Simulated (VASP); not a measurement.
Set up this calculation in VASP 6.6.1, as the native input.

- Task: relaxation of volume and atoms at fixed shape
- Functional: PBE
- Dispersion: D3(BJ)
- Potentials or basis: VASP PAW PBE potentials, release 64 (Al)
- Cutoff: 600 eV
- k mesh: 6 × 6 × 6
- Occupations: fermi-dirac, width 0.15 eV
- Spin: no spin polarisation
- Dipole correction: no
- Further INCAR settings: ALGO = Normal; EDIFF = 1e-06; IBRION = 2; EDIFFG = -0.1; NSW = 80; ISIF = 8

The structure of Al lies in POSCAR:

```
Al
1.0
    0.0000000000      2.0248050000      2.0248050000
    2.0248050000      0.0000000000      2.0248050000
    2.0248050000      2.0248050000      0.0000000000
Al
1
Direct
    0.0000000000      0.0000000000      0.0000000000
```

The input as run:

INCAR

```
SYSTEM = Al
PREC = Accurate
ENCUT = 600
EDIFF = 1E-6
ISMEAR = -1
SIGMA = 0.15
LREAL = .FALSE.
LASPH = .TRUE.
NELM = 80
ALGO = Normal
ISIF = 8
LWAVE = .FALSE.
LCHARG = .FALSE.
GGA = PE
IVDW = 12
IBRION = 2
NSW = 80
EDIFFG = -0.1
```

KPOINTS

```
Automatic mesh
0
G
  6 6 6
  0 0 0
```

Potentials or basis: VASP PAW PBE potentials, release 64 (Al).

Command:

```console
$ cat potpaw_PBE.64/Al/POTCAR > POTCAR
$ mpirun -np 1 vasp_std > vasp.out
```

Results of the run:

| Item | Value |
| --- | --- |
| Relaxed volume | 15.73 Å³/atom |
| Relaxed cell | a = 2.812 Å, b = 2.812 Å, c = 2.812 Å, α = 60.00°, β = 60.00°, γ = 60.00° |
| Space group after relaxing (to 0.05 Å) | Fm-3m (No. 225) |
| Energy gained by relaxing | 8.4 meV/atom |
| Ionic steps | 2 |
| Pressure after relaxing | 0.7 GPa |
| Dispersion energy per atom | -0.353 eV |

Caveat: the k points lie up to 0.46 Å⁻¹ apart in the final cell; pairwise dispersion overbinds metals, which lowers pressure and volume.

Run time: 5.5 s on 1 thread of Intel Xeon 8259CL, with other jobs on the host, peak memory 0.14 GiB.
